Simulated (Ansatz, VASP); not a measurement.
One calculation of BAs, two programs

Contents of INCAR:

```
SYSTEM = BAs
ALGO     = Normal         ! electronic algorithm
EDIFF    = 1E-7           ! SCF threshold, eV
ENCUT    = 520            ! plane-wave cutoff, eV
GGA      = PE             ! functional
GGA_COMPAT= .False.      
ISIF     = 2              ! what is computed and relaxed
ISMEAR   = -1             ! smearing method
LASPH    = .True.         ! aspherical terms in the spheres
LCHARG   = .False.        ! write CHGCAR
LORBIT   = 11             ! projections on sites
LREAL    = .False.        ! projectors in reciprocal space
LSORBIT  = .True.         ! spin-orbit coupling
LWAVE    = .False.        ! write WAVECAR
MAGMOM   = 0 0 0 0 0 0    ! initial moments
NBANDS   = 20             ! bands
NELM     = 60             ! most SCF steps
PREC     = Accurate       ! precision mode
SIGMA    = 0.05           ! smearing width, eV
```

KPOINTS

```
k-points
0
Gamma
  7 7 7
  0 0 0
```

The input POSCAR:

```
BAs
1.0
    0.0000000000      2.3885000000      2.3885000000
    2.3885000000      0.0000000000      2.3885000000
    2.3885000000      2.3885000000      0.0000000000
As B
1 1
Direct
    0.7500000000      0.7500000000      0.7500000000
    0.0000000000      0.0000000000      0.0000000000
```

The input KPOINTS_OPT:

```
path GXWKGLUWLK,UX
10
line-mode
reciprocal
 0.0000000000  0.0000000000  0.0000000000  G
 0.5000000000  0.0000000000  0.5000000000  X

 0.5000000000  0.0000000000  0.5000000000  X
 0.5000000000  0.2500000000  0.7500000000  W

 0.5000000000  0.2500000000  0.7500000000  W
 0.3750000000  0.3750000000  0.7500000000  K

 0.3750000000  0.3750000000  0.7500000000  K
 0.0000000000  0.0000000000  0.0000000000  G

 0.0000000000  0.0000000000  0.0000000000  G
 0.5000000000  0.5000000000  0.5000000000  L

 0.5000000000  0.5000000000  0.5000000000  L
 0.6250000000  0.2500000000  0.6250000000  U

 0.6250000000  0.2500000000  0.6250000000  U
 0.5000000000  0.2500000000  0.7500000000  W

 0.5000000000  0.2500000000  0.7500000000  W
 0.5000000000  0.5000000000  0.5000000000  L

 0.5000000000  0.5000000000  0.5000000000  L
 0.3750000000  0.3750000000  0.7500000000  K

 0.6250000000  0.2500000000  0.6250000000  U
 0.5000000000  0.0000000000  0.5000000000  X
```

Contents of input.yaml:

```yaml
crystal:
  lattice:
    - [0.0, 2.3885, 2.3885]
    - [2.3885, 0.0, 2.3885]
    - [2.3885, 2.3885, 0.0]
  atoms:
    - { symbol: As, position: [0.75, 0.75, 0.75] }
    - { symbol: B, position: [0.0, 0.0, 0.0] }
hamiltonian:
  xc: pbe
  pseudopotentials: { kind: paw_fr }
magnetization:
  noncollinear: true
  spin_orbit: true
kpoints:
  mp_grid: { grid: [7, 7, 7] }
  band_path:
    path:
      - [[0.0, 0.0, 0.0], [0.5, 0.0, 0.5], [0.5, 0.25, 0.75], [0.375, 0.375, 0.75], [0.0, 0.0, 0.0], [0.5, 0.5, 0.5], [0.625, 0.25, 0.625], [0.5, 0.25, 0.75], [0.5, 0.5, 0.5], [0.375, 0.375, 0.75]]
      - [[0.625, 0.25, 0.625], [0.5, 0.0, 0.5]]
    npoints: 14
scf:
  occupations: { method: fermi_dirac, width: 0.05 }
  n_extra_bands: 6
output:
  forces: true
  stress: true
  eigenvalues: true
  fatbands: false
```

Alike in both runs: task band structure; functional PBE; k mesh 7 × 7 × 7; occupations fermi-dirac, width 0.05 eV; spin-orbit coupling, no magnetisation.

|  | VASP | Ansatz |
| --- | --- | --- |
| version | VASP 6.6.1 | Ansatz 0.2.0 |
| potentials or method | VASP PAW PBE potentials, release 64 (As, B) | Ansatz PAW |
| plane-wave cutoff (eV) | 520 | 420 |
| valence electrons in the cell | 8 | 18 |

VASP gave:

- pressure (GPa): 3.4

Q: Estimate Ansatz's values.

A: Pressure (GPa): 2.8.

VASP's potentials hold 8 valence electrons a cell and Ansatz's 18, so a difference there can come from the potentials and not from the codes.
